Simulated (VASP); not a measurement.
# SiC (P6_3/mmc) in VASP: further runs

The runs below take SiC through single point, with PBE, r2SCAN.

Program: VASP 6.6.1. These are calculated values, not measurements. Logs are shortened: lines on timing, memory, paths and dates and some standing lists are left out, and cuts for length are marked.

## 1. The cell of the first run

Symmetry: P6_3/mmc, No. 194, hexagonal system. Conventional cell: a = 3.227 Å, b = 3.227 Å, c = 4.966 Å, α = 90.00°, β = 90.00°, γ = 120.00°. Within 2.5 Å of Si (site symmetry -6m2) lie 5 C at 1.86 to 2.48 Å. Within 2.5 Å of C (site symmetry -6m2) lie 5 Si at 1.86 to 2.48 Å.

## 2. Single point, PBE (volume changed by +6%)

Input file INCAR:

```
PREC = Accurate ; ENCUT = 520
EDIFF = 1E-6 ; ISMEAR = -1
SIGMA = 0.02 ; LREAL = False
LASPH = True ; NELM = 80
ALGO = Normal ; ISIF = 2
LWAVE = False ; LCHARG = False
GGA = PE ; NBANDS = 16
```

Input file KPOINTS:

```
regular mesh
0
Gamma
  9 9 4
```

Input file POSCAR:

```
SiC
1.0
    3.2269341511      0.0000000000      0.0000000000
   -1.6134670755      2.7946069512      0.0000000000
    0.0000000000      0.0000000000      4.9656594303
Si C
2 2
Direct
    0.3333333333      0.6666666667      0.2500000000
    0.6666666667      0.3333333333      0.7500000000
    0.6666666667      0.3333333333      0.2500000000
    0.3333333333      0.6666666667      0.7500000000
```

Potentials or basis: VASP PAW PBE potentials, release 64 (Si, C).

Command:

```sh
$ cat potpaw_PBE.64/Si/POTCAR potpaw_PBE.64/C/POTCAR > POTCAR
$ mpirun -np 1 vasp_std > vasp.out
```

OUTCAR:

```text
PREC = Accurate
   ENCUT = 520
   EDIFF = 1E-6
   ISMEAR = -1
   LREAL = False
   LASPH = True
   NELM = 80
   ISIF = 2
   GGA = PE

 ion  position               nearest neighbor table
   1  0.333  0.667  0.250-   3 1.86   3 1.86   3 1.86   4 2.48   4 2.48   2 3.10   2 3.10   2 3.10
                             2 3.10   2 3.10   2 3.10
   2  0.667  0.333  0.750-   4 1.86   4 1.86   4 1.86   3 2.48   3 2.48   1 3.10   1 3.10   1 3.10
                             1 3.10   1 3.10   1 3.10
   3  0.667  0.333  0.250-   1 1.86   1 1.86   1 1.86   2 2.48   2 2.48
   4  0.333  0.667  0.750-   2 1.86   2 1.86   2 1.86   1 2.48   1 2.48

  LATTYP: Found a hexagonal cell.
 ALAT       =     3.2269341511
 C/A-ratio  =     1.5388164734

  Lattice vectors:

 A1 = (   3.2269341511,   0.0000000000,   0.0000000000)
 A2 = (  -1.6134670755,   2.7946069512,   0.0000000000)
 A3 = (   0.0000000000,   0.0000000000,   4.9656594303)

Analysis of symmetry for initial positions (statically):
=====================================================================
 Subroutine PRICEL returns:
 Original cell was already a primitive cell.

 Routine SETGRP: Setting up the symmetry group for a
 hexagonal supercell.

 Subroutine GETGRP returns: Found 24 space group operations
 (whereof 12 operations were pure point group operations)
 out of a pool of 24 trial point group operations.

The static configuration has the point symmetry D_3d.
 The point group associated with its full space group is D_6h.

Analysis of symmetry for dynamics (positions and initial velocities):
=====================================================================
 Subroutine PRICEL returns:
 Original cell was already a primitive cell.

 Routine SETGRP: Setting up the symmetry group for a
 hexagonal supercell.

 Subroutine GETGRP returns: Found 24 space group operations
 (whereof 12 operations were pure point group operations)
 out of a pool of 24 trial point group operations.

The dynamic configuration has the point symmetry D_3d.
 The point group associated with its full space group is D_6h.

 Subroutine INISYM returns: Found 24 space group operations
 (whereof 12 operations are pure point group operations),
 and found     1 'primitive' translations

----------------------------------------------------------------------------------------

                                     Primitive cell

  volume of cell :      44.7804

  direct lattice vectors                    reciprocal lattice vectors
     3.226934151  0.000000000  0.000000000     0.309891666  0.178916037  0.000000000
    -1.613467076  2.794606951  0.000000000     0.000000000  0.357832074  0.000000000
     0.000000000  0.000000000  4.965659430     0.000000000  0.000000000  0.201383122

  length of vectors
     3.226934151  3.226934151  4.965659430     0.357832074  0.357832074  0.201383122

  position of ions in fractional coordinates (direct lattice)
     0.333333333  0.666666667  0.250000000
     0.666666667  0.333333333  0.750000000
     0.666666667  0.333333333  0.250000000
     0.333333333  0.666666667  0.750000000

  ion indices of the primitive-cell ions
   primitive index   ion index
                 1           1
                 2           2
                 3           3
                 4           4

----------------------------------------------------------------------------------------

 KPOINTS: regular mesh

Automatic generation of k-mesh.
 Grid dimensions read from file:
 generate k-points for:    9    9    4

 Generating k-lattice:

  Cartesian coordinates                     Fractional coordinates (reciprocal lattice)
     0.034432407  0.019879560  0.000000000     0.111111111  0.000000000  0.000000000
     0.000000000  0.039759119  0.000000000     0.000000000  0.111111111  0.000000000
     0.000000000  0.000000000  0.050345781     0.000000000  0.000000000  0.250000000

  Length of vectors
     0.039759119  0.039759119  0.050345781

  Shift w.r.t. Gamma in fractional coordinates (k-lattice)
     0.000000000  0.000000000  0.000000000

 Subroutine IBZKPT returns following result:
 ===========================================

 Found     36 irreducible k-points:

 Following reciprocal coordinates:
            Coordinates               Weight
  0.000000  0.000000  0.000000      1.000000
  0.111111 -0.000000  0.000000      6.000000
  0.222222  0.000000  0.000000      6.000000
  0.333333 -0.000000  0.000000      6.000000
  0.444444  0.000000  0.000000      6.000000
  0.111111  0.111111  0.000000      6.000000
[... 16 lines left out ...]
  0.333333  0.222222  0.250000     24.000000
  0.333333  0.333333  0.250000      4.000000
 [... further k-points ...]
   k-points           NKPTS =     36   k-points in BZ     NKDIM =     36   number of bands    NBANDS=     16
   number of dos      NEDOS =    301   number of ions     NIONS =      4
   total plane-waves  NPLWV =  23040
   dimension x,y,z NGX =    24 NGY =   24 NGZ =   40
   dimension x,y,z NGXF=    48 NGYF=   48 NGZF=   80
   ions per type =               2   2
   NGX,Y,Z   is equivalent  to a cutoff of  12.36, 12.36, 13.39 a.u.
   NGXF,Y,Z  is equivalent  to a cutoff of  24.73, 24.73, 26.78 a.u.
 SYSTEM =  unknown system
   PREC   = accura    normal or accurate (medium, high low for compatibility)
   ISTART =      0    job   : 0-new  1-cont  2-samecut
   ICHARG =      2    charge: 1-file 2-atom 10-const
   ISPIN  =      1    spin polarized calculation?
   LNONCOLLINEAR =      F non collinear calculations
   LSORBIT =      F    spin-orbit coupling
   LASPH  =      T    aspherical Exc in radial PAW
   ENCUT  =  520.0 eV  38.22 Ry    6.18 a.u.   6.00  6.00  9.23*2*pi/ulx,y,z
   NELM   =     80;   NELMIN=  2; NELMDL= -5     # of ELM steps
   EDIFF  = 0.1E-05   stopping-criterion for ELM
   LREAL  =      F    real-space projection
   EDIFFG = 0.1E-04   stopping-criterion for IOM
   NSW    =      0    number of steps for IOM
   IBRION =     -1    ionic relax: 0-MD 1-quasi-New 2-CG
   NFREE  =      0    steps in history (QN), initial steepest desc. (CG)
   ISIF   =      2    stress and relaxation
   ISYM   =      2    0-nonsym 1-usesym 2-fastsym
   POTIM  = 0.5000    time-step for ionic-motion
   TEBEG  =    0.0;   TEEND  =   0.0 temperature during run
   PSTRESS=    0.0 pullay stress
   NELECT =      16.0000    total number of electrons
   NUPDOWN=      -1.0000    fix difference up-down
   EMIN   =  10.00;   EMAX   =-10.00  energy-range for DOS
   EFERMI =   0.00;   METHOD = LEGACY
   ISMEAR =    -1;   SIGMA  =   0.02  broadening in eV -4-tet -1-fermi 0-gaus
   EFERMI_NEDOS =   21; number of points for ismear=-14 and -15
   IALGO  =     38    algorithm
   IMIX   =      4    mixing-type and parameters
     AMIX     =   0.40;   BMIX     =  1.00
     AMIX_MAG =   1.60;   BMIX_MAG =  1.00
  volume/ion in A,a.u.               =      11.20        75.55
  Fermi-wavevector in a.u.,A,eV,Ry     =   1.161677  2.195252 18.360988  1.349495
  Thomas-Fermi vector in A             =   2.298247
   LORBIT       =      0    0 simple, 1 ext, 2 COOP (PROOUT), +10 PAW based schemes
   GGA     = PE    functional components
   LHFCALC =     F    Hartree Fock is set to
   AEXX    =    0.0000 exact exchange contribution
   IVDW    =     0    specifies the selected vdW correction
   LEPSILON=     F    determine dielectric tensor
   LRPA    =     F    only Hartree local field effects (RPA)
 non-spin polarized calculation
  energy-cutoff  :      520.00
  volume of cell :       44.78
 maximum number of plane-waves:      1236
 NGX is ok and might be reduce to    24
   NGX = 11   NGY = 11   NGZ = 19

 number of electron      16.0000000 magnetization

 Free energy of the ion-electron system (eV)
  ---------------------------------------------------
  ext. energy  EPLUGINS =         0.00000000
  ---------------------------------------------------
  free energy    TOTEN  =       -28.22249450 eV

  energy without entropy =      -28.22215993  energy(sigma->0) =      -28.22232721

 E-fermi :   9.4258     XC(G=0): -11.0359

 val. band max:        9.2164415029   @ k =   0.4444   0.0000   0.0000
 cond. band min:       9.4580174131   @ k =   0.1111  -0.0000   0.0000
 fundamental gap:      0.2415759103
 Fermi energy:         9.4258217329

 k-point     1 :       0.0000    0.0000    0.0000
  band No.  band energies     occupation
      1      -7.6079      2.00000
      2      -4.2160      2.00000
      3       0.3473      2.00000
      4       5.1593      2.00000
      5       5.1593      2.00000
      6       6.4826      2.00000
[... 8 lines left out ...]
     15      15.3241      0.00000
     16      17.3817      0.00000

 k-point     2 :       0.1111   -0.0000    0.0000
  band No.  band energies     occupation
      1      -7.4150      2.00000
      2      -4.0521      2.00000
      3       0.5415      2.00000
      4       4.1030      2.00000
      5       4.8717      2.00000
      6       5.8003      2.00000
[... 8 lines left out ...]
     15      15.5572      0.00000
     16      18.3152      0.00000

 k-point     3 :       0.2222    0.0000    0.0000
  band No.  band energies     occupation
      1      -6.8463      2.00000
      2      -3.5895      2.00000
      3       1.1137      2.00000
      4       2.1249      2.00000
      5       4.2891      2.00000
      6       4.2912      2.00000
[... 8 lines left out ...]
     15      17.0390      0.00000
     16      17.1411      0.00000

 k-point     4 :       0.3333   -0.0000    0.0000
  band No.  band energies     occupation
      1      -5.9442      2.00000
      2      -2.9942      2.00000
      3       0.2732      2.00000
      4       2.0175      2.00000
      5       2.6125      2.00000
      6       3.7743      2.00000
[... 8 lines left out ...]
     15      16.5685      0.00000
     16      17.4952      0.00000
[... 324 lines left out ...]
 k-point    22 :       0.2222    0.2222    0.2500
  band No.  band energies     occupation
      1      -5.1377      2.00000
      2      -3.2922      2.00000
      3       0.1010      2.00000
      4       1.5329      2.00000
      5       2.5175      2.00000
      6       3.8364      2.00000
[... 8 lines left out ...]
     15      15.8845      0.00000
     16      18.9045      0.00000

 k-point    23 :       0.3333    0.2222    0.2500
  band No.  band energies     occupation
      1      -4.1460      2.00000
      2      -3.0062      2.00000
      3      -0.4694      2.00000
      4       0.5524      2.00000
      5       1.7020      2.00000
      6       3.3274      2.00000
[... 8 lines left out ...]
     15      17.3048      0.00000
     16      18.8182      0.00000

 k-point    24 :       0.3333    0.3333    0.2500
  band No.  band energies     occupation
      1      -3.3561      2.00000
      2      -3.3561      2.00000
      3       0.0602      2.00000
      4       0.0602      2.00000
      5       0.9824      2.00000
      6       2.7423      2.00000
[... 8 lines left out ...]
     15      17.5234      0.00000
     16      18.2909      0.00000

 [... further k-points ...]
[... 5 lines left out ...]
  --------------------------------------------------------------------------------------
  -------------------------------------------------------------------------------------
  Total       -3.8424178     -3.8424178     -1.4308395     -0.0000000      0.0000000     -0.0000000
  in kB     -137.4761613   -137.4761613    -51.1933727     -0.0000000      0.0000000     -0.0000000
  external PRESSURE =    -108.7152318 kB  Pullay stress =       0.0000000 kB

 VOLUME and BASIS-vectors are now :
 -----------------------------------------------------------------------------
  energy-cutoff  :      520.00
  volume of cell :       44.78
      direct lattice vectors                 reciprocal lattice vectors
     3.226934151  0.000000000  0.000000000     0.309891666  0.178916037  0.000000000
    -1.613467076  2.794606951  0.000000000     0.000000000  0.357832074  0.000000000
     0.000000000  0.000000000  4.965659430     0.000000000  0.000000000  0.201383122

 POSITION                                       TOTAL-FORCE (eV/Angst)
 -----------------------------------------------------------------------------------
     -0.00000      1.86307      1.24141        -0.000000     -0.000000      0.000000
      1.61347      0.93154      3.72424         0.000000      0.000000      0.000000
      1.61347      0.93154      1.24141        -0.000000      0.000000      0.000000
     -0.00000      1.86307      3.72424         0.000000     -0.000000      0.000000
 -----------------------------------------------------------------------------------
    total drift:                                0.000000     -0.000000      0.000000

  FREE ENERGIE OF THE ION-ELECTRON SYSTEM (eV)
  ---------------------------------------------------
  free  energy   TOTEN  =       -28.2224945027 eV

  energy  without entropy=      -28.2221599257  energy(sigma->0) =      -28.22232721
```

It took 12 s on 1 thread of Intel Xeon Platinum 8488C (Sapphire Rapids), shared host; peak memory 0.16 GiB.

What came out:

```yaml
Free_energy: -28.2225 eV
Pressure: -10.9 GPa
Band_gap_on_the_k_mesh: zero (band 8 reaches 9.65 eV, above the bottom of band 9 at 9.22 eV)
```

## 3. Single point, r2SCAN (volume changed by -6%)

Input file POSCAR:

```
SiC
1.0
    3.0732893240      0.0000000000      0.0000000000
   -1.5366446620      2.6615466278      0.0000000000
    0.0000000000      0.0000000000      4.8320273514
Si C
2 2
Direct
    0.3333333333      0.6666666667      0.2500000000
    0.6666666667      0.3333333333      0.7500000000
    0.6666666667      0.3333333333      0.2500000000
    0.3333333333      0.6666666667      0.7500000000
```

Input file INCAR.step1:

```
PREC = Accurate ; ENCUT = 520
ISMEAR = -1 ; SIGMA = 0.02
LREAL = F ; LASPH = T
NELM = 100 ; NBANDS = 16
GGA = PE ; ALGO = Normal
EDIFF = 1E-4 ; LWAVE = T
LCHARG = F
```

Input file INCAR.step2:

```
PREC = Accurate ; ENCUT = 520
EDIFF = 1E-6 ; ISMEAR = -1
SIGMA = 0.02 ; LREAL = F
LASPH = T ; NELM = 100
ALGO = Normal ; ISIF = 2
LWAVE = F ; LCHARG = T
METAGGA = R2SCAN ; LMIXTAU = T
LELF = T ; LVHAR = T
NBANDS = 16 ; ISTART = 1
```

Input file KPOINTS:

```
Automatic mesh
0
Gamma
  9 9 4
```

Potentials or basis: VASP PAW PBE potentials, release 64 (Si, C).

Command:

```sh
$ cat potpaw_PBE.64/Si/POTCAR potpaw_PBE.64/C/POTCAR > POTCAR
$ cp INCAR.step1 INCAR
$ mpirun -np 1 vasp_std > vasp.out
$ cp INCAR.step2 INCAR
$ mpirun -np 1 vasp_std > vasp.out
```

Wall time 43 s (1 thread of Intel Xeon Platinum 8488C (Sapphire Rapids), shared host); peak memory 0.15 GiB.

The run converged. Its results:

```
Free energy            : -36.5824 eV
Pressure               : 15.2 GPa
Band gap on the k mesh : 0.28 eV, indirect (least direct gap 2.44 eV)
```

Stress tensor (GPa, compression positive):
```
19.90  0.00  0.00
 0.00 19.90  0.00
 0.00  0.00  5.69
```

Levels at points of the mesh, in eV from the valence-band top:
| k point | band 6 | band 7 | band 8 | band 9 | band 10 | band 11 |
| --- | --- | --- | --- | --- | --- | --- |
| (0.00, 0.00, 0.00) | -3.51 | -3.51 | 0.00 | 2.44 | 4.47 | 4.47 |
| (0.00, 0.00, 0.50) | -4.26 | -4.26 | -4.26 | 3.83 | 3.83 | 5.08 |

Caveat: the PAW data sets were made with another functional, which shifts forces and pressure a little.

## 4. Single point, r2SCAN (volume changed by -3%)

Input file POSCAR:

```
SiC
1.0
    3.1056421155      0.0000000000      0.0000000000
   -1.5528210577      2.6895649670      0.0000000000
    0.0000000000      0.0000000000      4.8828945352
Si C
2 2
Direct
    0.3333333333      0.6666666667      0.2500000000
    0.6666666667      0.3333333333      0.7500000000
    0.6666666667      0.3333333333      0.2500000000
    0.3333333333      0.6666666667      0.7500000000
```

Input file INCAR.step1:

```
SYSTEM = SiC
  PREC = Accurate
  ENCUT = 520
  ISMEAR = -1
  SIGMA = 0.02
  LREAL = .FALSE.
  LASPH = .TRUE.
  NELM = 80
  NBANDS = 16
  GGA = PE
  ALGO = Normal
  EDIFF = 1E-4
  LWAVE = .TRUE.
  LCHARG = .FALSE.
```

Input file INCAR.step2:

```
SYSTEM = SiC
  PREC = Accurate
  ENCUT = 520
  EDIFF = 1E-6
  ISMEAR = -1
  SIGMA = 0.02
  LREAL = .FALSE.
  LASPH = .TRUE.
  NELM = 80
  ALGO = Normal
  ISIF = 2
  LWAVE = .FALSE.
  LCHARG = .TRUE.
  METAGGA = R2SCAN
  LMIXTAU = .TRUE.
  LELF = .TRUE.
  LVHAR = .TRUE.
  NBANDS = 16
  ISTART = 1
```

Input file KPOINTS:

```
regular mesh
0
G
  9 9 4
  0 0 0
```

Command:

```sh
$ cat potpaw_PBE.64/Si/POTCAR potpaw_PBE.64/C/POTCAR > POTCAR
$ cp INCAR.step1 INCAR
$ mpirun -np 1 vasp_std > vasp.out
$ cp INCAR.step2 INCAR
$ mpirun -np 1 vasp_std > vasp.out
```

Wall time 51 s (1 thread of Intel Xeon Platinum 8488C (Sapphire Rapids), shared host); peak memory 0.16 GiB.

The run converged. Its results:

```
Free energy            : -36.6689 eV
Pressure               : 6.9 GPa
Band gap on the k mesh : 0.23 eV, indirect (least direct gap 2.15 eV)
```

Stress tensor (GPa, compression positive):
```
9.02 0.00 0.00
0.00 9.02 0.00
0.00 0.00 2.68
```

Levels at points of the mesh, in eV from the valence-band top:
```tsv
k point	band 6	band 7	band 8	band 9	band 10	band 11
(0.00, 0.00, 0.00)	-3.45	-3.45	0.00	2.15	4.27	4.35
(0.00, 0.00, 0.50)	-4.19	-4.19	-4.19	3.54	3.54	4.96
```

Caveat: the PAW data sets were made with another functional, which shifts forces and pressure a little.

(Continued in part 2 of 2.)
